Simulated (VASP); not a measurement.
A run of VASP 6.6.1 is set up as follows.

INCAR

```
SYSTEM = C
PREC     = Accurate       ! precision mode
ENCUT    = 520            ! plane-wave cutoff, eV
EDIFF    = 1E-7           ! SCF threshold, eV
ISMEAR   = -1             ! smearing method
SIGMA    = 0.05           ! smearing width, eV
LREAL    = .FALSE.        ! projectors in reciprocal space
LASPH    = .TRUE.         ! aspherical terms in the spheres
NELM     = 100            ! most SCF steps
ALGO     = Normal         ! electronic algorithm
ISIF     = 2              ! what is computed and relaxed
LWAVE    = .FALSE.        ! write WAVECAR
LCHARG   = .FALSE.        ! write CHGCAR
GGA      = RP             ! functional
NBANDS   = 16             ! bands
```

KPOINTS

```
Automatic mesh
0
G
  8 8 3
  0 0 0
```

The input POSCAR:

```
C
1.0
    2.4771284981      0.0000000000      0.0000000000
   -1.2385642490      2.1452562078      0.0000000000
    0.0000000000      0.0000000000      9.6545080659
C
4
Direct
    1.0000000000      1.0000000000      0.2500000000
    0.0000000000      0.0000000000      0.7500000000
    0.3333333333      0.6666666667      0.2500000000
    0.6666666667      0.3333333333      0.7500000000
```

Potentials or basis: VASP PAW PBE potentials, release 64 (C).

Launch:

```console
$ cat potpaw_PBE.64/C/POTCAR > POTCAR
$ mpirun -np 1 vasp_std > vasp.out
```

Task: Estimate the pressure.

Result: 0.3 GPa.

Task: What does it give for the band gap on the k mesh?

Result: 1.93 eV, direct.

Stress tensor (GPa, compression positive):
```
 0.42  0.00  0.00
 0.00  0.42  0.00
 0.00  0.00 -0.05
```

Caveat: the PAW data sets were made with another functional, which shifts forces and pressure a little; this functional lacks dispersion, which binds the layers, so the pressure and a relaxed spacing across them are unreliable. A k mesh can miss the band edges.
